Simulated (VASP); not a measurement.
## MgO: single point with HSE06

The system is MgO.

```
Mg O
1.0
     0.00000    2.29342    2.29342
     2.29342    0.00000    2.29342
     2.29342    2.29342    0.00000
Mg O
1 1
Cartesian
  0.0000 0.0000 0.0000
  1.1467 1.1467 1.1467
```

This cell differs from its parent crystal: strain +0.5%.

- Program: VASP 6.6.1
- Task: single point
- Functional: HSE06
- Potentials or basis: VASP PAW PBE potentials, release 64 (Mg, O)
- Cutoff: 520 eV
- k mesh: 6 × 6 × 6
- Occupations: gaussian, width 0.01 eV
- Spin: no spin polarisation
- Dipole correction: no
- Grid for exact exchange (PRECFOCK): Normal
- Further INCAR settings: ALGO = Normal; EDIFF = 1e-06; NBANDS = 11
- Share of exact exchange: 0.25
- Screening parameter: 0.2079 1/Å

```json
{
  "Pressure": "-2.0 GPa",
  "Band gap on the k mesh": "5.15 eV"
}
```

Levels at points of the mesh, in eV from the valence-band top:
```tsv
k point	band 1	band 2	band 3	band 4	band 5	band 6	band 7	band 8	band 9
(0.00, 0.00, 0.00)	-17.33	0.00	0.00	0.00	5.15	18.63	18.63	18.63	22.24
(0.50, 0.00, 0.00)	-16.65	-3.18	-0.21	-0.21	10.48	11.48	16.40	16.40	21.50
(0.50, 0.50, 0.00)	-16.45	-2.65	-0.81	-0.81	7.85	13.33	16.06	18.69	18.69
```

Wall time 12 min on 1 thread of Intel Xeon 8259CL, on a shared host, peak memory 0.26 GiB.

Caveat: the cell differs from its parent crystal (strain +0.5%); the structure was generated, so it needn't be the stable form of MgO; the PAW data sets were made with another functional, which shifts forces and pressure a little.
